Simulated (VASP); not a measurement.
Input of a VASP 6.6.1 run:

File INCAR:

```
PREC = Accurate
ENCUT = 520
EDIFF = 1E-6
ISMEAR = 0
SIGMA = 0.15
LREAL = F
LASPH = T
NELM = 80
ALGO = Normal
ISIF = 2
LWAVE = F
LCHARG = T
GGA = PE
IVDW = 12
LELF = T
LVHAR = T
NBANDS = 30
```

The input KPOINTS:

```
regular mesh
0
Gamma
  8 8 8
```

File POSCAR:

```
In3Se
1.0
    4.3482495103      0.0000000000      0.0000000000
    0.0000000000      4.3482495103      0.0000000000
    0.0000000000      0.0000000000      4.7008102814
In Se
3 1
Direct
    0.0000000000      0.5000000000      0.5000000000
    0.5000000000      0.0000000000      0.5000000000
    0.5000000000      0.5000000000      0.0000000000
    0.0000000000      0.0000000000      0.0000000000
```

Potentials or basis: VASP PAW PBE potentials, release 64 (In_d, Se).

The run is started by

```bash
$ cat potpaw_PBE.64/In_d/POTCAR potpaw_PBE.64/Se/POTCAR > POTCAR
$ mpirun -np 1 vasp_std > vasp.out
```

(1) Estimate the band gap on the k mesh.

(2) What does it give for the pressure?

(3) Estimate the dispersion energy per atom.

Answers

(1) zero (an odd number of electrons rules out a gap without spin polarisation).

(2) 9.1 GPa.

(3) -0.398 eV.

Caveat: the cell stands under pressure; spin-orbit coupling is left out, which moves the levels of the heavy elements.
